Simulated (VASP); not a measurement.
Set up this calculation in VASP 6.6.1, as the native input.

```
Task                   : single point
Functional             : PBE
Potentials or basis    : VASP PAW PBE potentials, release 64 (Mg, S)
Cutoff                 : 520 eV
k mesh                 : 12 × 12 × 6
Occupations            : gaussian, width 0.1 eV
Spin                   : no spin polarisation
Dipole correction      : no
Further INCAR settings : ALGO = Normal; EDIFF = 1e-06; NBANDS = 25
```

The structure of MgS5 lies in POSCAR:

```
MgS5
1.0
    5.3386883240      0.0000000000      0.0000000000
   -2.6693441620      4.6234397115      0.0000000000
    0.0000000000      0.0000000000      4.9304748231
Mg S
1 5
Direct
    0.0000000000      0.0000000000      0.5000000000
    0.6666666667      0.3333333333      0.6968599203
    0.0000000000      0.0000000000      0.0000000000
    0.6666666667      0.3333333333      0.3031400797
    0.3333333333      0.6666666667      0.3031400797
    0.3333333333      0.6666666667      0.6968599203
```

The cell was generated, and may not be a known phase.

One way to write it, as run:

INCAR

```
SYSTEM = MgS5
  ALGO = Normal
  EDIFF = 1E-6
  ENCUT = 520
  GGA = PE
  ISIF = 2
  ISMEAR = 0
  LASPH = .TRUE.
  LCHARG = .TRUE.
  LELF = .TRUE.
  LREAL = .FALSE.
  LVHAR = .TRUE.
  LWAVE = .FALSE.
  NBANDS = 25
  NELM = 80
  PREC = Accurate
  SIGMA = 0.1
```

KPOINTS

```
k-points
0
G
  12 12 6
  0 0 0
```

Potentials or basis: VASP PAW PBE potentials, release 64 (Mg, S).

Launch:

```bash
$ cat potpaw_PBE.64/Mg/POTCAR potpaw_PBE.64/S/POTCAR > POTCAR
$ mpirun -np 1 vasp_std > vasp.out
```

Results of the run:

```json
{
  "Pressure": "-0.5 GPa",
  "Largest force": "0.223 eV/Å",
  "Band gap on the k mesh": "zero (bands 16 and 17 overlap by 0.79 eV)"
}
```

Caveat: semilocal functionals underestimate gaps, and a narrow one can read as zero.

Run time: 6.2 min on 1 thread of Intel Xeon 8259CL, with other jobs on the host, peak memory 0.36 GiB.
